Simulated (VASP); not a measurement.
Wanted: the native input for a VASP 6.6.1 run.

| Item | Value |
| --- | --- |
| Task | single point |
| Functional | PBE |
| Potentials or basis | VASP PAW PBE potentials, release 64 (Ce) |
| Cutoff | 500 eV |
| k mesh | 5 × 5 × 5 |
| Occupations | gaussian, width 0.05 eV |
| Spin | collinear spin, ferromagnetic start |
| Starting moments | [1.0] μB |
| Hubbard terms | Ce f U = 5.0 eV |
| Dipole correction | no |
| Further INCAR settings | ALGO = Normal; EDIFF = 1e-06; NBANDS = 16 |

The structure of Ce lies in POSCAR:

```
Ce
1.0
   -2.0477468801      2.0477468801      2.0477468801
    2.0477468801     -2.0477468801      2.0477468801
    2.0477468801      2.0477468801     -2.0477468801
Ce
1
Direct
    0.0000000000      0.0000000000      0.0000000000
```

This isn't the form of Ce at room conditions, which is fcc.

These files were run (other wordings do the same):

INCAR

```
PREC = Accurate ; ENCUT = 500
EDIFF = 1E-6 ; ISMEAR = 0
SIGMA = 0.05 ; LREAL = False
LASPH = True ; NELM = 200
ALGO = Normal ; ISIF = 2
LWAVE = False ; LCHARG = False
ISPIN = 2 ; MAGMOM = 1
LORBIT = 11 ; LMAXMIX = 6
LDAU = True ; LDAUTYPE = 2
LDAUL = 3 ; LDAUU = 5
LDAUJ = 0 ; LDAUPRINT = 1
GGA = PE ; NBANDS = 16
GGA_COMPAT = False
```

KPOINTS

```
regular mesh
0
Gamma
  5 5 5
```

Potentials or basis: VASP PAW PBE potentials, release 64 (Ce).

Command:

```console
$ cat potpaw_PBE.64/Ce/POTCAR > POTCAR
$ mpirun -np 1 vasp_std > vasp.out
```

Results of the run:

```
Pressure                                              : -6.1 GPa
Band gap on the k mesh                                : zero (filled and empty bands overlap)
Net moment                                            : 0.00 μB per cell
Valence electrons inside the program's atomic spheres : Ce 9.51
```

Caveat: the k points lie up to 0.43 Å⁻¹ apart; the magnetic or orbital state may not be the lowest; spin-orbit coupling is left out, which moves the levels of the heavy elements.

It took 2.2 min on 1 thread of AMD EPYC 7R13, with other jobs on the host, peak memory 0.16 GiB.
